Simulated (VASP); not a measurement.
Wanted: the native input for a VASP 6.6.1 run.

* Task: single point
* Functional: PBEsol
* Potentials or basis: VASP PAW PBE potentials, release 64 (Al, N)
* Cutoff: 520 eV
* k mesh: 10 × 10 × 10
* Occupations: gaussian, width 0.05 eV
* Spin: no spin polarisation
* Dipole correction: no
* Further INCAR settings: ALGO = Normal; EDIFF = 1e-06; NBANDS = 11

The structure of AlN lies in POSCAR:

```
AlN
1.0
    0.0000000000      2.1839935596      2.1839935596
    2.1839935596      0.0000000000      2.1839935596
    2.1839935596      2.1839935596      0.0000000000
Al N
1 1
Direct
    0.0000000000      0.0000000000      0.0000000000
    0.8873630424      0.6126369576      0.6126369576
```

This cell differs from its parent crystal: atom 2 (N) moved by (-0.600, +0.000) A along x and y.

One way to write it, as run:

INCAR

```
SYSTEM = AlN
PREC = Accurate ; ENCUT = 520
EDIFF = 1E-6 ; ISMEAR = 0
SIGMA = 0.05 ; LREAL = .FALSE.
LASPH = .TRUE. ; NELM = 60
ALGO = Normal ; ISIF = 2
LWAVE = .FALSE. ; LCHARG = .FALSE.
GGA = PS ; NBANDS = 11
```

KPOINTS

```
Automatic mesh
0
G
  10 10 10
  0 0 0
```

Potentials or basis: VASP PAW PBE potentials, release 64 (Al, N).

The run is started by

```sh
$ cat potpaw_PBE.64/Al/POTCAR potpaw_PBE.64/N/POTCAR > POTCAR
$ mpirun -np 1 vasp_std > vasp.out
```

It gave:

```yaml
Pressure: 39.2 GPa
Largest_force: 5.710 eV/Å
Band_gap_on_the_k_mesh: 2.00 eV, indirect (least direct gap 2.39 eV)
```

Caveat: the cell differs from its parent crystal (atom 2 (N) moved by (-0.600, +0.000) A along x and y); the PAW data sets were made with another functional, which shifts forces and pressure a little.

It took 14 s on 1 thread of Intel(R) Xeon(R) Platinum 8488C (Sapphire Rapids), on a shared host, peak memory 0.16 GiB.
